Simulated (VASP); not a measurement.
# CdPtC4N4 (P-43m) in VASP: further runs, part 2 of 2

VASP 6.6.1. Earlier steps stand in the parts before.

### Step 3. Single point, PBE, collinear spin

This run uses another cell than the first one, of 24.97 Å³/atom.

INCAR

```
SYSTEM = CdPtC4N4
  PREC = Accurate
  ENCUT = 520
  EDIFF = 1E-6
  ISMEAR = 0
  SIGMA = 0.1
  LREAL = .FALSE.
  LASPH = .TRUE.
  NELM = 150
  ALGO = Normal
  ISIF = 2
  LWAVE = .FALSE.
  LCHARG = .TRUE.
  ISPIN = 2
  MAGMOM = 0 1 0 0 0 0 0 0 0 0
  LORBIT = 11
  LMAXMIX = 4
  GGA = PE
  LELF = .TRUE.
  LVHAR = .TRUE.
  NBANDS = 44
```

KPOINTS

```
regular mesh
0
G
  4 4 4
  0 0 0
```

POSCAR

```
CdPtC4N4
1.0
    6.2971216574      0.0000000000      0.0000000000
    0.0000000000      6.2971216574      0.0000000000
    0.0000000000      0.0000000000      6.2971216574
Cd Pt C N
1 1 4 4
Direct
    0.0000000000      0.0000000000      0.0000000000
    0.5000000000      0.5000000000      0.5000000000
    0.2036888982      0.2036888982      0.2036888982
    0.2036888982      0.7963111018      0.7963111018
    0.7963111018      0.2036888982      0.7963111018
    0.7963111018      0.7963111018      0.2036888982
    0.3108182880      0.3108182880      0.3108182880
    0.3108182880      0.6891817120      0.6891817120
    0.6891817120      0.3108182880      0.6891817120
    0.6891817120      0.6891817120      0.3108182880
```

Potentials or basis: VASP PAW PBE potentials, release 64 (Cd, Pt, C, N).

Started as:

```
$ cat potpaw_PBE.64/Cd/POTCAR potpaw_PBE.64/Pt/POTCAR potpaw_PBE.64/C/POTCAR potpaw_PBE.64/N/POTCAR > POTCAR
$ mpirun -np 1 vasp_std > vasp.out
```

OUTCAR:

```text
SYSTEM = CdPtC4N4
   PREC = Accurate
   ENCUT = 520
   EDIFF = 1E-6
   ISMEAR = 0
   LREAL = .FALSE.
   LASPH = .TRUE.
   NELM = 150
   ISIF = 2
   ISPIN = 2
   LORBIT = 11
   GGA = PE

 ion  position               nearest neighbor table
   1  0.000  0.000  0.000-   3 2.22   4 2.22   5 2.22   6 2.22
   2  0.500  0.500  0.500-   7 2.06   8 2.06   9 2.06  10 2.06
   3  0.204  0.204  0.204-   7 1.17   1 2.22
   4  0.204  0.796  0.796-   8 1.17   1 2.22
   5  0.796  0.204  0.796-   9 1.17   1 2.22
   6  0.796  0.796  0.204-  10 1.17   1 2.22
   7  0.311  0.311  0.311-   3 1.17   2 2.06
   8  0.311  0.689  0.689-   4 1.17   2 2.06
   9  0.689  0.311  0.689-   5 1.17   2 2.06
  10  0.689  0.689  0.311-   6 1.17   2 2.06

  LATTYP: Found a simple cubic cell.
 ALAT       =     6.2971216574

  Lattice vectors:

 A1 = (   6.2971216574,   0.0000000000,   0.0000000000)
 A2 = (   0.0000000000,   6.2971216574,   0.0000000000)
 A3 = (   0.0000000000,   0.0000000000,   6.2971216574)

Analysis of symmetry for initial positions (statically):
=====================================================================
 Subroutine PRICEL returns:
 Original cell was already a primitive cell.

 Routine SETGRP: Setting up the symmetry group for a
 simple cubic supercell.

 Subroutine GETGRP returns: Found 24 space group operations
 (whereof 24 operations were pure point group operations)
 out of a pool of 48 trial point group operations.

The static configuration has the point symmetry T_d .

Analysis of symmetry for dynamics (positions and initial velocities):
=====================================================================
 Subroutine PRICEL returns:
 Original cell was already a primitive cell.

 Routine SETGRP: Setting up the symmetry group for a
 simple cubic supercell.

 Subroutine GETGRP returns: Found 24 space group operations
 (whereof 24 operations were pure point group operations)
 out of a pool of 48 trial point group operations.

The dynamic configuration has the point symmetry T_d .

Analysis of structural, dynamic, and magnetic symmetry:
=====================================================================
 Subroutine PRICEL returns:
 Original cell was already a primitive cell.

 Routine SETGRP: Setting up the symmetry group for a
 simple cubic supercell.

 Subroutine GETGRP returns: Found 24 space group operations
 (whereof 24 operations were pure point group operations)
 out of a pool of 48 trial point group operations.

The overall configuration has the point symmetry T_d .

 Subroutine INISYM returns: Found 24 space group operations
 (whereof 24 operations are pure point group operations),
 and found     1 'primitive' translations

----------------------------------------------------------------------------------------

                                     Primitive cell

  volume of cell :     249.7044

  direct lattice vectors                    reciprocal lattice vectors
     6.297121657  0.000000000  0.000000000     0.158802712  0.000000000  0.000000000
     0.000000000  6.297121657  0.000000000     0.000000000  0.158802712  0.000000000
     0.000000000  0.000000000  6.297121657     0.000000000  0.000000000  0.158802712

  length of vectors
     6.297121657  6.297121657  6.297121657     0.158802712  0.158802712  0.158802712

  position of ions in fractional coordinates (direct lattice)
     0.000000000  0.000000000  0.000000000
[... 100 lines left out ...]
  volume/ion in A,a.u.               =      24.97       168.51
  Fermi-wavevector in a.u.,A,eV,Ry     =   1.006334  1.901695 13.778726  1.012708
  Thomas-Fermi vector in A             =   2.139070
   LORBIT       =     11    0 simple, 1 ext, 2 COOP (PROOUT), +10 PAW based schemes
   GGA     = PE    functional components
   LHFCALC =     F    Hartree Fock is set to
   AEXX    =    0.0000 exact exchange contribution
   IVDW    =     0    specifies the selected vdW correction
   LEPSILON=     F    determine dielectric tensor
   LRPA    =     F    only Hartree local field effects (RPA)
 spin polarized calculation
 Gauss-broadening in eV      SIGMA  =   0.10
  energy-cutoff  :      520.00
  volume of cell :      249.70
 maximum number of plane-waves:      6776
 NGX is ok and might be reduce to    48
   NGX = 23   NGY = 23   NGZ = 23

 number of electron      58.0000015 magnetization       1.9999573

 Free energy of the ion-electron system (eV)
  ---------------------------------------------------
  ext. energy  EPLUGINS =         0.00000000
  ---------------------------------------------------
  free energy    TOTEN  =       -69.44414695 eV

  energy without entropy =      -69.38371470  energy(sigma->0) =      -69.41393083

 E-fermi :  -1.6404     XC(G=0):  -6.6914

 val. band max:       -1.6525000377   @ k =   0.2500   0.2500   0.0000
 cond. band min:      -1.6389288137   @ k =   0.5000   0.2500   0.2500
 fundamental gap:      0.0135712240
 Fermi energy:        -1.6404392538

 spin component 1

 k-point     1 :       0.0000    0.0000    0.0000
  band No.  band energies     occupation
      1     -19.3666      1.00000
      2     -19.2800      1.00000
      3     -19.2800      1.00000
      4     -19.2800      1.00000
      5     -10.1219      1.00000
      6      -9.9334      1.00000
[... 429 lines left out ...]
     40       5.2389      0.00000
     41       5.2716      0.00000
 Fermi energy:        -1.6404392538

 spin component 2

 k-point     1 :       0.0000    0.0000    0.0000
  band No.  band energies     occupation
      1     -19.2491      1.00000
      2     -19.1628      1.00000
      3     -19.1628      1.00000
      4     -19.1628      1.00000
      5      -9.8930      1.00000
      6      -9.8303      1.00000
[... 429 lines left out ...]
     40       5.3914      0.00000
     41       5.3914      0.00000
 [bands above 41 left out]

------------------------ aborting loop because EDIFF is reached ----------------------------------------

  FORCE on cell =-STRESS in cart. coord.  units (eV):
  Direction    XX          YY          ZZ          XY          YZ          ZX
  --------------------------------------------------------------------------------------
  -------------------------------------------------------------------------------------
  Total        0.6839236      0.6839236      0.6839236     -0.0000000     -0.0000000     -0.0000000
  in kB        4.3882554      4.3882554      4.3882554     -0.0000000     -0.0000000     -0.0000000
  external PRESSURE =       4.3882554 kB  Pullay stress =       0.0000000 kB

 VOLUME and BASIS-vectors are now :
 -----------------------------------------------------------------------------
  energy-cutoff  :      520.00
  volume of cell :      249.70
      direct lattice vectors                 reciprocal lattice vectors
     6.297121657  0.000000000  0.000000000     0.158802712  0.000000000  0.000000000
     0.000000000  6.297121657  0.000000000     0.000000000  0.158802712  0.000000000
     0.000000000  0.000000000  6.297121657     0.000000000  0.000000000  0.158802712

 POSITION                                       TOTAL-FORCE (eV/Angst)
 -----------------------------------------------------------------------------------
      0.00000      0.00000      0.00000        -0.000000      0.000000      0.000000
      3.14856      3.14856      3.14856        -0.000000      0.000000     -0.000000
      1.28265      1.28265      1.28265        -0.174808     -0.174808     -0.174808
      1.28265      5.01447      5.01447        -0.174808      0.174808      0.174808
      5.01447      1.28265      5.01447         0.174808     -0.174808      0.174808
      5.01447      5.01447      1.28265         0.174808      0.174808     -0.174808
      1.95726      1.95726      1.95726         0.212825      0.212825      0.212825
      1.95726      4.33986      4.33986         0.212825     -0.212825     -0.212825
      4.33986      1.95726      4.33986        -0.212825      0.212825     -0.212825
      4.33986      4.33986      1.95726        -0.212825     -0.212825      0.212825
 -----------------------------------------------------------------------------------
    total drift:                               -0.000000     -0.000000      0.000000

  FREE ENERGIE OF THE ION-ELECTRON SYSTEM (eV)
  ---------------------------------------------------
  free  energy   TOTEN  =       -69.4441469504 eV

  energy  without entropy=      -69.3837147035  energy(sigma->0) =      -69.41393083

 total charge

# of ion       s       p       d       tot
------------------------------------------
    1        0.399   0.411   9.536  10.346
    2        0.530   0.654   7.879   9.063
    3        0.960   1.600   0.000   2.560
    4        0.960   1.600   0.000   2.560
    5        0.960   1.600   0.000   2.560
    6        0.960   1.600   0.000   2.560
    7        1.294   2.582   0.000   3.876
    8        1.294   2.582   0.000   3.876
    9        1.294   2.582   0.000   3.876
   10        1.294   2.582   0.000   3.876
--------------------------------------------------
tot          9.943  17.794  17.415  45.152

 magnetization (x)

# of ion       s       p       d       tot
------------------------------------------
    1        0.000   0.004   0.006   0.011
    2        0.008   0.107   1.173   1.288
    3        0.003   0.040   0.000   0.044
    4        0.003   0.040   0.000   0.044
    5        0.003   0.040   0.000   0.044
    6        0.003   0.040   0.000   0.044
    7        0.014   0.050   0.000   0.063
    8        0.014   0.050   0.000   0.063
    9        0.014   0.050   0.000   0.063
   10        0.014   0.050   0.000   0.063
--------------------------------------------------
tot          0.076   0.472   1.180   1.727
```

Run time: 3.2 min. Hardware: 1 thread of Intel Xeon Platinum 8488C (Sapphire Rapids), shared host; peak memory 0.5 GiB.

Results:

| Quantity | Value |
| --- | --- |
| Free energy | -69.4441 eV |
| Pressure | 0.4 GPa |
| Largest force | 0.369 eV/Å |
| Band gap on the k mesh | zero (filled and empty bands overlap) |
| Net moment | 2.00 μB per cell |
| Site moments | Cd +0.01; Pt +1.29; C +0.04; N +0.06 μB |
| Valence electrons inside the program's atomic spheres | Cd 10.35; Pt 9.06; C 2.56; N 3.88 |

Forces on the atoms (eV/Å):
```
Cd   0.000  0.000  0.000
Pt   0.000  0.000  0.000
C   -0.175 -0.175 -0.175
C   -0.175  0.175  0.175
C    0.175 -0.175  0.175
C    0.175  0.175 -0.175
N    0.213  0.213  0.213
N    0.213 -0.213 -0.213
N   -0.213  0.213 -0.213
N   -0.213 -0.213  0.213
```

Levels at points of the mesh, in eV from the Fermi level:
Spin up:
```tsv
k point	band 26	band 27	band 28	band 29	band 30	band 31	band 32	band 33	band 34	band 35
(0.00, 0.00, 0.00)	-1.94	-1.94	-0.92	-0.92	-0.92	4.08	4.08	4.08	4.57	4.73
(0.50, 0.00, 0.00)	-1.89	-1.84	-0.88	-0.69	-0.69	3.94	3.94	4.22	4.44	4.52
(0.50, 0.50, 0.00)	-1.86	-1.84	-0.90	-0.69	-0.69	4.02	4.02	4.18	4.36	4.67
(0.50, 0.50, 0.50)	-1.83	-1.83	-0.88	-0.88	-0.88	4.20	4.20	4.20	4.91	4.91
```
Spin down:
```tsv
k point	band 25	band 26	band 27	band 28	band 29	band 30	band 31	band 32
(0.00, 0.00, 0.00)	-2.81	-1.57	-1.57	-0.10	-0.10	-0.10	4.26	4.26
(0.50, 0.00, 0.00)	-2.93	-1.52	-1.50	-0.02	0.12	0.12	4.06	4.06
(0.50, 0.50, 0.00)	-2.92	-1.51	-1.48	-0.03	0.13	0.13	4.10	4.10
(0.50, 0.50, 0.50)	-2.84	-1.47	-1.47	-0.03	-0.03	-0.03	4.34	4.34
```

Caveat: spin-orbit coupling is left out, which moves the levels of the heavy elements.
